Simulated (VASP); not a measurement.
**C: single point with PBEsol**

Slab: C, a slab with vacuum.

```xyz
32
Lattice="9.8640 0.0000 0.0000 -4.9320 8.5425 0.0000 0.0000 0.0000 11.0000" Properties=species:S:1:pos:R:3 pbc="T T T"
C    -0.2001   -0.1116    1.0682
C     1.0357    0.5685    1.0747
C    -1.3871    2.0624    0.9300
C    -0.1724    2.7981    0.9779
C    -2.5532    4.1755    1.0903
C    -1.4169    4.9958    1.1803
C    -3.7287    6.3316    1.2068
C    -2.5220    7.0983    1.2721
C     2.2598   -0.1010    1.3448
C     3.4813    0.6457    1.1429
C     1.0371    2.0486    0.9864
C     2.3007    2.8159    1.1100
C    -0.1276    4.2523    1.1063
C     1.1330    4.8815    1.1244
C    -1.3872    6.3966    1.1821
C    -0.0749    7.0032    1.1624
C     4.7500   -0.0588    1.0902
C     5.9979    0.6474    0.9111
C     3.4419    2.0911    1.0322
C     4.7992    2.6950    1.1178
C     2.3515    4.2018    1.1342
C     3.5774    4.8894    0.9511
C     1.1385    6.3629    1.1185
C     2.3934    7.0955    1.0025
C     7.2465   -0.0045    0.9833
C     8.4547    0.6268    0.8114
C     6.0519    2.0361    0.9812
C     7.2481    2.7523    0.9276
C     4.7629    4.1508    1.0471
C     6.0704    4.8554    0.9629
C     3.6539    6.3686    1.0072
C     4.9355    6.9974    1.0752
```

```json
{
  "Program": "VASP 6.6.1",
  "Task": "single point",
  "Functional": "PBEsol",
  "Potentials or basis": "VASP PAW PBE potentials, release 64 (C)",
  "Cutoff": "520 eV",
  "k mesh": "1 × 1 × 1",
  "Occupations": "fermi-dirac, width 0.02 eV",
  "Spin": "no spin polarisation"
}
```

```yaml
Largest_force: 6.119 eV/Å
Band_gap_on_the_k_mesh: 3.51 eV
```

Forces in eV/Å, atoms in the order of the input:
```
C    2.115 -0.050 -1.231
C   -0.305  2.984  0.938
C    0.120 -0.372 -1.025
C    0.479  0.128  0.272
C   -2.305  0.228 -0.987
C    2.937 -2.627 -0.754
C   -0.288 -2.430 -1.555
C   -4.017 -1.874  0.397
C    1.656  3.259 -2.029
C    0.176 -0.024  0.287
C    1.127  0.176  0.909
C   -2.672 -1.656 -0.705
C   -1.284 -0.820  0.057
C   -0.966  2.887  0.231
C    4.327 -2.031  0.571
C   -2.820  3.581 -0.284
C    0.885 -0.630 -0.238
C   -0.472 -0.797  1.269
C    5.317 -2.739  1.295
C   -2.295  2.522 -1.405
C   -0.351  0.612 -1.037
C   -0.051  1.756  1.656
C    1.938 -1.950 -0.382
C   -0.547 -0.588  0.657
C   -0.711 -3.196 -1.442
C    1.849  1.246  2.150
C   -2.265  0.710 -0.150
C    1.723  0.787  1.051
C    3.028 -0.336 -0.816
C   -0.903  1.725  2.411
C   -1.135 -2.250 -0.497
C   -4.289  1.766  0.383
```

Levels at points of the mesh, in eV from the valence-band top:
| k point | band 62 | band 63 | band 64 | band 65 | band 66 | band 67 |
| --- | --- | --- | --- | --- | --- | --- |
| (0.00, 0.00, 0.00) | -0.19 | -0.13 | 0.00 | 3.51 | 3.76 | 3.91 |

It took 2.6 min on 1 thread of Intel(R) Xeon(R) 6975P-C (Granite Rapids), with other jobs on the host, peak memory 0.89 GiB.

Caveat: the k points lie up to 0.74 Å⁻¹ apart; the PAW data sets were made with another functional, which shifts forces and pressure a little.
